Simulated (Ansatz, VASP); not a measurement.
Rh in VASP and in Ansatz

```
CELL_PARAMETERS angstrom
2.72486 0.00000 0.00000
-1.36243 2.35980 0.00000
0.00000 0.00000 4.38512
ATOMIC_POSITIONS crystal
Rh 0.66667 0.33333 0.75000
Rh 0.33333 0.66667 0.25000
```

Alike in both runs: task single point; functional PBE; k mesh 21 × 21 × 12; occupations gaussian, width 0.15 eV; no spin polarisation.

|  | VASP | Ansatz |
| --- | --- | --- |
| version | VASP 6.6.1 | Ansatz 0.2.0 |
| potentials or method | VASP PAW PBE potentials, release 64 (Rh_pv), cutoff 500 eV | scalar-relativistic, plane waves, PAW |
| valence electrons in the cell | 30 | 34 |

|  | VASP | Ansatz | Ansatz less VASP |
| --- | --- | --- | --- |
| gap on the k mesh at the Fermi level (eV) | none | none | - |
| pressure (GPa) | 0.1 | 0.1 | -0.02 |
| traceless stress, the component that is largest in VASP (GPa) | 0.38 | 0.37 | -0.016 |

A gap of «none» marks a metal or a gap that the smearing closes. The functional is the same, so the differences come from potentials, cutoffs and numerics. VASP's potentials hold 30 valence electrons a cell and Ansatz's 34, so a difference there can come from the potentials and not from the codes.
